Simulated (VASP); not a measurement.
# SiNi2 (P6_3/mmc) in VASP: further runs, part 2 of 2

VASP 6.6.1.

## Step 5: Single point, PBE (10.36 Å³/atom)

The input, INCAR:

```
  ALGO = Normal
  EDIFF = 1E-6
  ENCUT = 600
  GGA = PE
  GGA_COMPAT = F
  ISIF = 2
  ISMEAR = 0
  LASPH = T
  LCHARG = T
  LELF = T
  LREAL = F
  LVHAR = T
  LWAVE = F
  NBANDS = 33
  NELM = 120
  PREC = Accurate
  SIGMA = 0.1
```

The input, KPOINTS:

```
k-points
0
Gamma
  12 12 8
```

The input, POSCAR:

```
SiNi2
1.0
    3.8419917821      0.0000000000      0.0000000000
   -1.9209958911      3.3272624844      0.0000000000
    0.0000000000      0.0000000000      4.8643324712
Si Ni
2 4
Direct
    0.3333333333      0.6666666667      0.7500000000
    0.6666666667      0.3333333333      0.2500000000
    0.0000000000      0.0000000000      0.0000000000
    0.0000000000      0.0000000000      0.5000000000
    0.3333333333      0.6666666667      0.2500000000
    0.6666666667      0.3333333333      0.7500000000
```

Potentials or basis: VASP PAW PBE potentials, release 64 (Si, Ni).

On the command line:

```console
$ cat potpaw_PBE.64/Si/POTCAR potpaw_PBE.64/Ni/POTCAR > POTCAR
$ mpirun -np 1 vasp_std > vasp.out
```

OUTCAR:

```text
EDIFF = 1E-6
   ENCUT = 600
   GGA = PE
   ISIF = 2
   ISMEAR = 0
   LASPH = T
   LREAL = F
   NELM = 120
   PREC = Accurate

 ion  position               nearest neighbor table
   1  0.333  0.667  0.750-   6 2.22   6 2.22   6 2.22   5 2.43   5 2.43   3 2.53   4 2.53   4 2.53
                             3 2.53   4 2.53   3 2.53
   2  0.667  0.333  0.250-   5 2.22   5 2.22   5 2.22   6 2.43   6 2.43   3 2.53   4 2.53   3 2.53
                             4 2.53   3 2.53   4 2.53
   3  0.000  0.000  0.000-   4 2.43   4 2.43   1 2.53   5 2.53   6 2.53   2 2.53   1 2.53   5 2.53
                             2 2.53   6 2.53   2 2.53   6 2.53   1 2.53   5 2.53
   4  0.000  0.000  0.500-   3 2.43   3 2.43   1 2.53   5 2.53   6 2.53   2 2.53   1 2.53   5 2.53
                             2 2.53   6 2.53   2 2.53   6 2.53   1 2.53   5 2.53
   5  0.333  0.667  0.250-   2 2.22   2 2.22   2 2.22   1 2.43   1 2.43   3 2.53   4 2.53   4 2.53
                             3 2.53   4 2.53   3 2.53
   6  0.667  0.333  0.750-   1 2.22   1 2.22   1 2.22   2 2.43   2 2.43   3 2.53   4 2.53   3 2.53
                             4 2.53   3 2.53   4 2.53

  LATTYP: Found a hexagonal cell.
 ALAT       =     3.8419917821
 C/A-ratio  =     1.2660965320

  Lattice vectors:

 A1 = (   3.8419917821,   0.0000000000,   0.0000000000)
 A2 = (  -1.9209958911,   3.3272624844,   0.0000000000)
 A3 = (   0.0000000000,   0.0000000000,   4.8643324712)

Analysis of symmetry for initial positions (statically):
=====================================================================
 Subroutine PRICEL returns:
 Original cell was already a primitive cell.

 Routine SETGRP: Setting up the symmetry group for a
 hexagonal supercell.

 Subroutine GETGRP returns: Found 24 space group operations
 (whereof 12 operations were pure point group operations)
 out of a pool of 24 trial point group operations.

The static configuration has the point symmetry D_3d.
 The point group associated with its full space group is D_6h.

Analysis of symmetry for dynamics (positions and initial velocities):
=====================================================================
 Subroutine PRICEL returns:
[... 144 lines left out ...]
   LHFCALC =     F    Hartree Fock is set to
   AEXX    =    0.0000 exact exchange contribution
   IVDW    =     0    specifies the selected vdW correction
   LEPSILON=     F    determine dielectric tensor
   LRPA    =     F    only Hartree local field effects (RPA)
 non-spin polarized calculation
 Gauss-broadening in eV      SIGMA  =   0.10
  energy-cutoff  :      600.00
  volume of cell :       62.18
 maximum number of plane-waves:      2119
 NGX is ok and might be reduce to    32
   NGX = 15   NGY = 15   NGZ = 19

 number of electron      48.0000004 magnetization

 Free energy of the ion-electron system (eV)
  ---------------------------------------------------
  ext. energy  EPLUGINS =         0.00000000
  ---------------------------------------------------
  free energy    TOTEN  =       -35.60124055 eV

  energy without entropy =      -35.58444509  energy(sigma->0) =      -35.59284282

 E-fermi :  11.9328     XC(G=0): -13.2194

 val. band max:       11.9265518936   @ k =   0.3333  -0.0000   0.2500
 cond. band min:      11.9338105756   @ k =   0.3333   0.3333   0.2500
 fundamental gap:      0.0072586821
 Fermi energy:        11.9328137233

 k-point     1 :       0.0000    0.0000    0.0000
  band No.  band energies     occupation
      1      -1.0788      2.00000
      2       3.5437      2.00000
      3       5.2074      2.00000
      4       6.5696      2.00000
      5       6.5696      2.00000
      6       7.7862      2.00000
[... 853 lines left out ...]
     32      19.4052      0.00000
     33      20.4473      0.00000

 [... further k-points ...]

------------------------ aborting loop because EDIFF is reached ----------------------------------------

  FORCE on cell =-STRESS in cart. coord.  units (eV):
  Direction    XX          YY          ZZ          XY          YZ          ZX
  --------------------------------------------------------------------------------------
  -------------------------------------------------------------------------------------
  Total        5.5620449      5.5620449      5.4957446     -0.0000000      0.0000000      0.0000000
  in kB      143.3106045    143.3106045    141.6023222     -0.0000000      0.0000000      0.0000000
  external PRESSURE =     142.7411771 kB  Pullay stress =       0.0000000 kB

 VOLUME and BASIS-vectors are now :
 -----------------------------------------------------------------------------
  energy-cutoff  :      600.00
  volume of cell :       62.18
      direct lattice vectors                 reciprocal lattice vectors
     3.841991782  0.000000000  0.000000000     0.260281660  0.150273687  0.000000000
    -1.920995891  3.327262484  0.000000000     0.000000000  0.300547373  0.000000000
     0.000000000  0.000000000  4.864332471     0.000000000  0.000000000  0.205578053

 POSITION                                       TOTAL-FORCE (eV/Angst)
 -----------------------------------------------------------------------------------
     -0.00000      2.21817      3.64825         0.000000     -0.000000      0.000000
      1.92100      1.10909      1.21608        -0.000000      0.000000      0.000000
      0.00000      0.00000      0.00000         0.000000      0.000000      0.000000
      0.00000      0.00000      2.43217         0.000000      0.000000      0.000000
     -0.00000      2.21817      1.21608         0.000000     -0.000000      0.000000
      1.92100      1.10909      3.64825        -0.000000      0.000000      0.000000
 -----------------------------------------------------------------------------------
    total drift:                                0.000000     -0.000000      0.000000

  FREE ENERGIE OF THE ION-ELECTRON SYSTEM (eV)
  ---------------------------------------------------
  free  energy   TOTEN  =       -35.6012405492 eV

  energy  without entropy=      -35.5844450918  energy(sigma->0) =      -35.59284282
```

OSZICAR:

```text
N       E                     dE             d eps       ncg     rms          rms(c)
DAV:   1     0.343466971170E+03    0.34347E+03   -0.23006E+04  6294   0.212E+03
DAV:   2    -0.148427557138E+02   -0.35831E+03   -0.33863E+03  6270   0.395E+02
DAV:   3    -0.400900198781E+02   -0.25247E+02   -0.23894E+02  6931   0.132E+02
DAV:   4    -0.407406334620E+02   -0.65061E+00   -0.64688E+00  7464   0.192E+01
DAV:   5    -0.407626984371E+02   -0.22065E-01   -0.22055E-01  7874   0.330E+00    0.248E+01
DAV:   6    -0.415175958122E+02   -0.75490E+00   -0.61177E+01  7467   0.124E+02    0.229E+01
DAV:   7    -0.359434595066E+02    0.55741E+01   -0.20300E+01  7191   0.109E+02    0.102E+01
DAV:   8    -0.361007206194E+02   -0.15726E+00   -0.71596E+00  7301   0.697E+01    0.839E+00
DAV:   9    -0.356384709615E+02    0.46225E+00   -0.16281E+00  8375   0.378E+01    0.238E+00
DAV:  10    -0.356011062221E+02    0.37365E-01   -0.35695E-01  7300   0.824E+00    0.708E-01
DAV:  11    -0.356017483497E+02   -0.64213E-03   -0.35106E-02  7162   0.234E+00    0.506E-01
DAV:  12    -0.356018862615E+02   -0.13791E-03   -0.54000E-03  7499   0.167E+00    0.339E-01
DAV:  13    -0.356012382138E+02    0.64805E-03   -0.17756E-03  7676   0.125E+00    0.575E-02
DAV:  14    -0.356012418222E+02   -0.36084E-05   -0.24801E-04  7052   0.126E-01    0.221E-02
DAV:  15    -0.356012416959E+02    0.12627E-06   -0.18581E-05  9548   0.485E-02    0.146E-02
DAV:  16    -0.356012406869E+02    0.10091E-05   -0.71595E-06  6584   0.562E-02    0.653E-03
DAV:  17    -0.356012405492E+02    0.13768E-06   -0.50362E-07  3451   0.144E-02
   1 F= -.35601241E+02 E0= -.35592843E+02  d E =-.167955E-01
```

It took 95 s on 1 thread of Intel Xeon 6975P-C (Granite Rapids), shared host; peak memory 0.32 GiB.

What came out:

```
Free energy            : -35.6012 eV
Pressure               : 14.3 GPa
Band gap on the k mesh : zero (bands 24 and 25 overlap by 3.46 eV)
```

Stress tensor (GPa, compression positive):
```
14.33  0.00  0.00
 0.00 14.33  0.00
 0.00  0.00 14.16
```

Caveat: the cell stands under pressure. Spin polarisation is off, so any magnetic state and its effect on volume and gap are missing.

## Step 6: The runs side by side

```tsv
cell	k mesh	smearing	gap on the mesh (eV)	pressure (GPa)
a = 3.912, b = 3.912, c = 9.983 Å, angles 90.0, 90.0, 120.0°, 12 atoms, atomic positions A	6 × 6 × 2	gaussian 0.2 eV	none	0.0
a = 3.766, b = 3.766, c = 4.738 Å, angles 90.0, 90.0, 120.0°, 6 atoms, atomic positions B	12 × 12 × 8	gaussian 0.1 eV	none	34.6
a = 3.805, b = 3.805, c = 4.801 Å, angles 90.0, 90.0, 120.0°, 6 atoms, atomic positions B	12 × 12 × 8	gaussian 0.1 eV	none	23.5
a = 3.842, b = 3.842, c = 4.864 Å, angles 90.0, 90.0, 120.0°, 6 atoms, atomic positions B	12 × 12 × 8	gaussian 0.1 eV	none	14.3
```

Alike in all rows: task single point; level PBE; potentials or basis VASP PAW PBE potentials, release 64 (Si, Ni); no spin polarisation; cutoff (eV) 600.

Caveats: the cell stands under pressure (at least some runs).

Total energies depend on the potentials used, so only differences within one code and one set of settings carry meaning.

The gap in the log of VASP goes by the Fermi energy; the results here count the filled bands.